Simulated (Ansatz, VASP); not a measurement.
# One calculation of CaB2, two programs

Contents of INCAR:

```
PREC = Accurate
ENCUT = 520
EDIFF = 1E-7
ISMEAR = 0
SIGMA = 0.1
LREAL = False
LASPH = True
NELM = 80
ALGO = Normal
ISIF = 2
LWAVE = False
LCHARG = False
GGA = PS
NBANDS = 15
```

Contents of KPOINTS:

```
Automatic mesh
0
Gamma
  15 15 10
```

Contents of POSCAR:

```
CaB2
1.0
    3.3378389220      0.0000000000      0.0000000000
   -1.6689194610      2.8906533002      0.0000000000
    0.0000000000      0.0000000000      3.9637955258
Ca B
1 2
Direct
    0.0000000000      0.0000000000      0.0000000000
    0.3333333300      0.6666666700      0.5000000000
    0.6666666700      0.3333333300      0.5000000000
```

Input for Ansatz:

```yaml
crystal:
  lattice:
    - [3.337838922, 0.0, 0.0]
    - [-1.668919461, 2.8906533002, 0.0]
    - [0.0, 0.0, 3.9637955258]
  atoms:
    - { symbol: Ca, position: [0.0, 0.0, 0.0] }
    - { symbol: B, position: [0.33333333, 0.66666667, 0.5] }
    - { symbol: B, position: [0.66666667, 0.33333333, 0.5] }
basis:
  ecutwfc: 420
kpoints:
  mp_grid: { grid: [15, 15, 10] }
hamiltonian:
  xc: pbesol
scf:
  occupations: { method: gaussian, width: 0.1 }
output:
  forces: true
  stress: true
  eigenvalues: true
```

Alike in both runs: task single point; functional PBEsol; k mesh 15 × 15 × 10; occupations gaussian, width 0.1 eV; no spin polarisation.

|  | VASP | Ansatz |
| --- | --- | --- |
| version | VASP 6.6.1 | Ansatz 0.2.0 |
| potentials or method | VASP PAW PBE potentials, release 64 (Ca_sv, B), cutoff 520 eV | scalar-relativistic, plane waves, PAW |
| valence electrons in the cell | 16 | 16 |

|  | VASP | Ansatz | Ansatz less VASP |
| --- | --- | --- | --- |
| gap on the k mesh at the Fermi level (eV) | none | none | - |
| pressure (GPa) | -7.8 | -8.1 | -0.32 |
| traceless stress, the component that is largest in VASP (GPa) | 9.22 | 9.13 | -0.088 |

VASP's potentials were made for PBE, not for PBEsol. A gap of «none» marks a metal or a gap that the smearing closes. With one functional, cell and mesh, what is left measures potentials, basis and numerics.
